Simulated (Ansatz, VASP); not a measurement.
# Two plane-wave programs on TaBiTe4

```
Ta Bi Te
1.0
     5.07747   -5.10255    0.00000
     5.07747    5.10255    0.00000
     0.00000    0.00000    4.13060
Ta Bi Te
1 1 4
Cartesian
  5.0775 0.0000 2.0653
  0.0000 0.0000 0.0000
  5.0775 -1.8847 0.0000
  5.0775 1.8847 0.0000
  7.8680 0.0000 2.0653
  2.2870 0.0000 2.0653
```

Alike in both runs: functional PBE; k mesh 4 × 4 × 4; occupations gaussian, width 0.1 eV; no spin polarisation.

Ansatz relaxed the structure, and its values are those at the end. VASP's run is a single point on that final structure, the one shown.

|  | VASP | Ansatz |
| --- | --- | --- |
| version | VASP 6.6.1 | Ansatz 0.2.0 |
| potentials or method | VASP PAW PBE potentials, release 64 (Ta_pv, Bi_d, Te), cutoff 520 eV | scalar-relativistic, plane waves, PAW |
| valence electrons in the cell | 50 | 92 |

VASP gave:

| Quantity | Value |
| --- | --- |
| gap on the k mesh at the Fermi level (eV) | none |
| pressure (GPa) | -0.1 |
| rms of the force components (eV/Å) | 0.006 |

Q: Which values does Ansatz return?

A: gap on the k mesh at the Fermi level (eV): none; pressure (GPa): 0.0; rms of the force components (eV/Å): 0.007.

A gap of «none» marks a metal or a gap that the smearing closes. The functional is the same, so the differences come from potentials, cutoffs and numerics. VASP's potentials hold 50 valence electrons a cell and Ansatz's 92, so a difference there can come from the potentials and not from the codes.

The k mesh is coarse, so the values compare programs but aren't converged. Neither program's run includes spin-orbit coupling.
